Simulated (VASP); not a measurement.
Write the native input for VASP 6.6.1 that does the following.

* Task: single point
* Functional: LDA
* Potentials or basis: VASP PAW LDA potentials, release 64 (Sn_d)
* Cutoff: 520 eV
* k mesh: 12 × 12 × 12
* Occupations: gaussian, width 0.15 eV
* Spin: no spin polarisation
* Dipole correction: no
* Further INCAR settings: ALGO = Fast; EDIFF = 1e-07; NBANDS = 21

The structure of Sn lies in POSCAR:

```
Sn
1.0
    0.0000000000      3.2131440000      3.2456000000
    3.2456000000      0.0000000000      3.2456000000
    3.2456000000      3.2131440000      0.0000000000
Sn
2
Direct
    0.5000000000      0.5000000000      0.5000000000
    0.7500000000      0.7500000000      0.7500000000
```

This cell differs from its parent crystal: strain -0.0100 x Voigt [0, 1, 0, 0, 0, 0].

These files were run (other wordings do the same):

INCAR

```
SYSTEM = Sn
PREC = Accurate
ENCUT = 520
EDIFF = 1E-7
ISMEAR = 0
SIGMA = 0.15
LREAL = .False.
LASPH = .True.
NELM = 60
ALGO = Fast
ISIF = 2
LWAVE = .False.
LCHARG = .True.
LELF = .True.
LVHAR = .True.
NBANDS = 21
```

KPOINTS

```
regular mesh
0
Gamma
  12 12 12
  0 0 0
```

Potentials or basis: VASP PAW LDA potentials, release 64 (Sn_d).

Run with:

```sh
$ cat potpaw_LDA.64/Sn_d/POTCAR > POTCAR
$ mpirun -np 1 vasp_std > vasp.out
```

Results of the run:

The pressure is 0.1 GPa and the band gap on the k mesh is zero (bands 14 and 15 overlap by 0.15 eV).

Caveat: the cell differs from its parent crystal (strain -0.0100 x Voigt [0, 1, 0, 0, 0, 0]); spin-orbit coupling is left out, which moves the levels of the heavy elements.

Wall time 4.7 min on 1 thread of Intel(R) Xeon(R) Platinum 8259CL CPU @ 2.50GHz (Skylake/Cascade Lake) (shared host), peak memory 0.3 GiB.
